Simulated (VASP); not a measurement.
Wanted: the native input for a VASP 6.6.1 run.

```yaml
Task: single point
Functional: PBE
Potentials_or_basis: VASP PAW PBE potentials, release 64 (La, Gd, Se)
Cutoff: 520 eV
k_mesh: 4 × 4 × 4
Occupations: gaussian, width 0.1 eV
Spin: collinear spin, ferromagnetic start
Starting_moments: "[0.0, 7.0, 0.0, 0.0, 0.0] μB"
Dipole_correction: no
Further_INCAR_settings: ALGO = Normal; EDIFF = 1e-06; NBANDS = 36
```

The structure of LaGdSe3 lies in POSCAR:

```
LaGdSe3
1.0
    5.6128771272      0.0000000000      0.0000000000
    0.0000000000      5.6128771272      0.0000000000
    0.0000000000      0.0000000000      5.6128771272
La Gd Se
1 1 3
Direct
    0.5000000000      0.5000000000      0.5000000000
    0.0000000000      0.0000000000      0.0000000000
    0.0000000000      0.5000000000      0.5000000000
    0.5000000000      0.0000000000      0.5000000000
    0.5000000000      0.5000000000      0.0000000000
```

The cell was generated, and may not be a known phase.

One way to write it, as run:

INCAR

```
SYSTEM = LaGdSe3
PREC = Accurate ; ENCUT = 520
EDIFF = 1E-6 ; ISMEAR = 0
SIGMA = 0.1 ; LREAL = .FALSE.
LASPH = .TRUE. ; NELM = 150
ALGO = Normal ; ISIF = 2
LWAVE = .FALSE. ; LCHARG = .FALSE.
ISPIN = 2 ; MAGMOM = 0 7 0 0 0
LORBIT = 11 ; LMAXMIX = 6
GGA = PE ; NBANDS = 36
```

KPOINTS

```
Automatic mesh
0
G
  4 4 4
  0 0 0
```

Potentials or basis: VASP PAW PBE potentials, release 64 (La, Gd, Se).

Launch:

```sh
$ cat potpaw_PBE.64/La/POTCAR potpaw_PBE.64/Gd/POTCAR potpaw_PBE.64/Se/POTCAR > POTCAR
$ mpirun -np 1 vasp_std > vasp.out
```

It gave:

```yaml
Pressure: 0.3 GPa
Net_moment: 6.61 μB per cell
Site_moments: La -0.00; Gd +6.45; Se -0.02 μB
Valence_electrons_inside_the_program's_atomic_spheres: La 8.71; Gd 15.09; Se 3.86
```

Caveat: a cell with one magnetic atom can't hold antiferromagnetic order, which such compounds often take.

It took 22 min on 1 thread of Intel Xeon 8259CL, on a shared host, peak memory 0.43 GiB.
